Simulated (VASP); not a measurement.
Input of a VASP 6.6.1 run:

The input INCAR:

```
SYSTEM = Zr5Ti3
PREC = Accurate
ENCUT = 400
EDIFF = 1E-6
ISMEAR = -1
SIGMA = 0.1853
LREAL = Auto
LASPH = .True.
NELM = 120
ALGO = Normal
ISIF = 2
LWAVE = .False.
LCHARG = .False.
GGA = PE
NBANDS = 162
ISYM = -1
GGA_COMPAT = .False.
```

The input KPOINTS:

```
explicit points
1
Reciprocal
  0.25000000   0.25000000   0.25000000 1
```

POSCAR

```
Zr5Ti3
1.0
    8.0883500000     -0.0717440000      0.2860350000
   -0.0717440000      7.8939330000     -0.0068350000
    0.2860350000     -0.0068350000      8.1197920000
Zr Ti
15 9
Direct
    0.7097309424      0.0199999278      0.3969500462
    0.0382954329      0.4818623949      0.8143369553
    0.8446986881      0.8965172908      0.7827891782
    0.2779158961      0.1306682874      0.7550706280
    0.1258305835      0.0567205255      0.2356164707
    0.5778867597      0.7413500724      0.5376581430
    0.4961937223      0.0859191968      0.1320352155
    0.9226180459      0.4771748036      0.2350577991
    0.9874423200      0.1282784292      0.5497093668
    0.0771219369      0.8128456892      0.0619420087
    0.6372793948      0.4413089841      0.0182267151
    0.2757753469      0.4470143629      0.1251213014
    0.4126944489      0.4752455462      0.7675419822
    0.7642712105      0.3861686676      0.6336086130
    0.3716275458      0.1486364944      0.4397193235
    0.4081495840      0.8199247052      0.9111052499
    0.1729257242      0.8202013983      0.6283103394
    0.9056705318      0.7317748911      0.4495296445
    0.8664311447      0.1192997109      0.0485279403
    0.2291155153      0.5035002242      0.4279988167
    0.3579653468      0.7981054160      0.2975589070
    0.6256842449      0.7298267127      0.1003776664
    0.5593424124      0.4724039532      0.3035395949
    0.6556901896      0.0814940050      0.8028351795
```

Potentials or basis: VASP PAW PBE potentials, release 64 (Zr_sv, Ti_sv).

Launch:

```bash
$ cat potpaw_PBE.64/Zr_sv/POTCAR potpaw_PBE.64/Ti_sv/POTCAR > POTCAR
$ mpirun -np 1 vasp_std > vasp.out
```

**Question.** What does it give for the pressure?

**Answer.** 3.6 GPa.

**Question.** Estimate the largest force.

**Answer.** 4.993 eV/Å.

Stress tensor (GPa, compression positive):
```
 5.00 -1.37  0.07
-1.37  1.94  2.42
 0.07  2.42  3.72
```

Caveat: the atoms stand as in a frame of molecular dynamics.
